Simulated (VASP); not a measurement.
# MoRu3W (Pm-3m) in VASP: single point with PBE

Aim: the single point of MoRu3W with PBE.

Program: VASP 6.6.1. These are calculated values, not measurements. Logs are shortened: lines on timing, memory, paths and dates and some standing lists are left out, and cuts for length are marked.

### Step 1. The cell of the first run

Symmetry: Pm-3m, No. 221, cubic system. Conventional cell: a = 4.590 Å, b = 4.590 Å, c = 4.590 Å, α = 90.00°, β = 90.00°, γ = 90.00°. Within 4.3 Å of Mo (site symmetry m-3m) lie 12 Ru at 3.25 Å and 8 W at 3.98 Å. Within 3.0 Å of Ru (site symmetry 4/mmm) lie 2 W at 2.30 Å. Within 3.0 Å of W (site symmetry m-3m) lie 6 Ru at 2.30 Å.

The cell was built from a structure type or drawn by symmetry, and may not be a known phase.

### Step 2. Single point, PBE, collinear spin, ferromagnetic start

INCAR reads:

```
SYSTEM = MoRu3W
PREC = Accurate ; ENCUT = 600
EDIFF = 1E-6 ; ISMEAR = 0
SIGMA = 0.1 ; LREAL = .FALSE.
LASPH = .TRUE. ; NELM = 200
ALGO = Normal ; ISIF = 2
LWAVE = .FALSE. ; LCHARG = .FALSE.
ISPIN = 2 ; MAGMOM = 1 1 1 1 0
LORBIT = 11 ; LMAXMIX = 4
GGA = PE ; NBANDS = 50
GGA_COMPAT = .FALSE.
```

KPOINTS reads:

```
regular mesh
0
G
  4 4 4
  0 0 0
```

POSCAR reads:

```
MoRu3W
1.0
    4.5901535744      0.0000000000      0.0000000000
    0.0000000000      4.5901535744      0.0000000000
    0.0000000000      0.0000000000      4.5901535744
Mo Ru W
1 3 1
Direct
    0.0000000000      0.0000000000      0.0000000000
    0.0000000000      0.5000000000      0.5000000000
    0.5000000000      0.0000000000      0.5000000000
    0.5000000000      0.5000000000      0.0000000000
    0.5000000000      0.5000000000      0.5000000000
```

Potentials or basis: VASP PAW PBE potentials, release 64 (Mo_sv, Ru_sv, W_sv).

Started as:

```sh
cat potpaw_PBE.64/Mo_sv/POTCAR potpaw_PBE.64/Ru_sv/POTCAR potpaw_PBE.64/W_sv/POTCAR > POTCAR
mpirun -np 1 vasp_std > vasp.out
```

OUTCAR:

```text
SYSTEM = MoRu3W
   PREC = Accurate
   ENCUT = 600
   EDIFF = 1E-6
   ISMEAR = 0
   LREAL = .FALSE.
   LASPH = .TRUE.
   NELM = 200
   ISIF = 2
   ISPIN = 2
   LORBIT = 11
   GGA = PE

 ion  position               nearest neighbor table
   1  0.000  0.000  0.000-
   2  0.000  0.500  0.500-   5 2.30   5 2.30
   3  0.500  0.000  0.500-   5 2.30   5 2.30
   4  0.500  0.500  0.000-   5 2.30   5 2.30
   5  0.500  0.500  0.500-   2 2.30   3 2.30   4 2.30   4 2.30   3 2.30   2 2.30

  LATTYP: Found a simple cubic cell.
 ALAT       =     4.5901535744

  Lattice vectors:

 A1 = (   4.5901535744,   0.0000000000,   0.0000000000)
 A2 = (   0.0000000000,   4.5901535744,   0.0000000000)
 A3 = (   0.0000000000,   0.0000000000,   4.5901535744)

Analysis of symmetry for initial positions (statically):
=====================================================================
 Subroutine PRICEL returns:
 Original cell was already a primitive cell.

 Routine SETGRP: Setting up the symmetry group for a
 simple cubic supercell.

 Subroutine GETGRP returns: Found 48 space group operations
 (whereof 48 operations were pure point group operations)
 out of a pool of 48 trial point group operations.

The static configuration has the point symmetry O_h .

Analysis of symmetry for dynamics (positions and initial velocities):
=====================================================================
 Subroutine PRICEL returns:
 Original cell was already a primitive cell.

 Routine SETGRP: Setting up the symmetry group for a
 simple cubic supercell.

 Subroutine GETGRP returns: Found 48 space group operations
 (whereof 48 operations were pure point group operations)
 out of a pool of 48 trial point group operations.

The dynamic configuration has the point symmetry O_h .

Analysis of structural, dynamic, and magnetic symmetry:
=====================================================================
 Subroutine PRICEL returns:
 Original cell was already a primitive cell.

 Routine SETGRP: Setting up the symmetry group for a
 simple cubic supercell.

 Subroutine GETGRP returns: Found 48 space group operations
 (whereof 48 operations were pure point group operations)
 out of a pool of 48 trial point group operations.

[... 117 lines left out ...]
   LHFCALC =     F    Hartree Fock is set to
   AEXX    =    0.0000 exact exchange contribution
   IVDW    =     0    specifies the selected vdW correction
   LEPSILON=     F    determine dielectric tensor
   LRPA    =     F    only Hartree local field effects (RPA)
 spin polarized calculation
 Gauss-broadening in eV      SIGMA  =   0.10
  energy-cutoff  :      600.00
  volume of cell :       96.71
 maximum number of plane-waves:      3239
 NGX is ok and might be reduce to    40
   NGX = 19   NGY = 19   NGZ = 19

 number of electron      75.9999979 magnetization      -0.0047638

 number of electron      75.9999979 magnetization       0.0080861

 Free energy of the ion-electron system (eV)
  ---------------------------------------------------
  ext. energy  EPLUGINS =         0.00000000
  ---------------------------------------------------
  free energy    TOTEN  =       -42.02391809 eV

  energy without entropy =      -41.94924505  energy(sigma->0) =      -41.98658157

 E-fermi :   9.1861     XC(G=0): -11.9751

 val. band max:        9.1794620389   @ k =   0.2500   0.2500   0.2500
 cond. band min:       9.1909454332   @ k =   0.5000   0.5000   0.5000
 fundamental gap:      0.0114833943
 Fermi energy:         9.1861096259

 spin component 1

 k-point     1 :       0.0000    0.0000    0.0000
  band No.  band energies     occupation
      1     -65.1651      1.00000
      2     -63.2522      1.00000
      3     -63.2522      1.00000
      4     -63.2017      1.00000
      5     -52.2895      1.00000
      6     -34.0659      1.00000
[... 519 lines left out ...]
     49      11.8077      0.00000
     50      13.6282      0.00000
 Fermi energy:         9.1861096259

 spin component 2

 k-point     1 :       0.0000    0.0000    0.0000
  band No.  band energies     occupation
      1     -65.1652      1.00000
      2     -63.2511      1.00000
      3     -63.2511      1.00000
      4     -63.2007      1.00000
      5     -52.2874      1.00000
      6     -34.0651      1.00000
[... 519 lines left out ...]
     49      11.8078      0.00000
     50      13.6295      0.00000

------------------------ aborting loop because EDIFF is reached ----------------------------------------

  FORCE on cell =-STRESS in cart. coord.  units (eV):
  Direction    XX          YY          ZZ          XY          YZ          ZX
  --------------------------------------------------------------------------------------
  -------------------------------------------------------------------------------------
  Total        0.6099316      0.6099316      0.6099316     -0.0000000      0.0000000     -0.0000000
  in kB       10.1043893     10.1043893     10.1043893     -0.0000000      0.0000000     -0.0000000
  external PRESSURE =      10.1043893 kB  Pullay stress =       0.0000000 kB

 VOLUME and BASIS-vectors are now :
 -----------------------------------------------------------------------------
  energy-cutoff  :      600.00
  volume of cell :       96.71
      direct lattice vectors                 reciprocal lattice vectors
     4.590153574  0.000000000  0.000000000     0.217857635  0.000000000  0.000000000
     0.000000000  4.590153574  0.000000000     0.000000000  0.217857635  0.000000000
     0.000000000  0.000000000  4.590153574     0.000000000  0.000000000  0.217857635

 POSITION                                       TOTAL-FORCE (eV/Angst)
 -----------------------------------------------------------------------------------
      0.00000      0.00000      0.00000         0.000000      0.000000      0.000000
      0.00000      2.29508      2.29508         0.000000      0.000000      0.000000
      2.29508      0.00000      2.29508         0.000000      0.000000      0.000000
      2.29508      2.29508      0.00000         0.000000      0.000000      0.000000
      2.29508      2.29508      2.29508         0.000000      0.000000      0.000000
 -----------------------------------------------------------------------------------
    total drift:                               -0.000000     -0.000000     -0.000000

  FREE ENERGIE OF THE ION-ELECTRON SYSTEM (eV)
  ---------------------------------------------------
  free  energy   TOTEN  =       -42.0239180892 eV

  energy  without entropy=      -41.9492450469  energy(sigma->0) =      -41.98658157

 total charge

# of ion       s       p       d       tot
------------------------------------------
    1        2.210   6.043   3.581  11.834
    2        2.182   6.029   5.532  13.742
    3        2.182   6.029   5.532  13.742
    4        2.182   6.029   5.532  13.742
    5        2.573   6.378   3.711  12.663
--------------------------------------------------
tot         11.328  30.508  23.887  65.722

 magnetization (x)

# of ion       s       p       d       tot
------------------------------------------
    1        0.000   0.000   0.007   0.007
    2        0.000   0.000   0.002   0.002
    3        0.000   0.000   0.002   0.002
    4        0.000   0.000   0.002   0.002
    5        0.000  -0.000  -0.000  -0.000
--------------------------------------------------
tot          0.000   0.000   0.013   0.013
```

stdout:

```text
POSCAR found type information on POSCAR MoRuW
 POSCAR found :  3 types and       5 ions
 scaLAPACK will be used
 LDA part: xc-table for (Slater+PW92), standard interpolation
 POSCAR, INCAR and KPOINTS ok, starting setup
 FFT: planning ... GRIDC
 FFT: planning ... GRID_SOFT
 FFT: planning ... GRID
 WAVECAR not read
 entering main loop
```

It took 2.6 min on 1 thread of Intel Xeon 6975P-C (Granite Rapids), shared host; peak memory 0.35 GiB.

What came out:

| Item | Value |
| --- | --- |
| Free energy | -42.0239 eV |
| Pressure | 1.0 GPa |
| Band gap on the k mesh | zero (filled and empty bands overlap) |
| Net moment | 0.01 μB per cell |
| Valence electrons inside the program's atomic spheres | Mo 11.83; Ru 13.74; W 12.66 |

Caveat: spin-orbit coupling is left out, which moves the levels of the heavy elements.
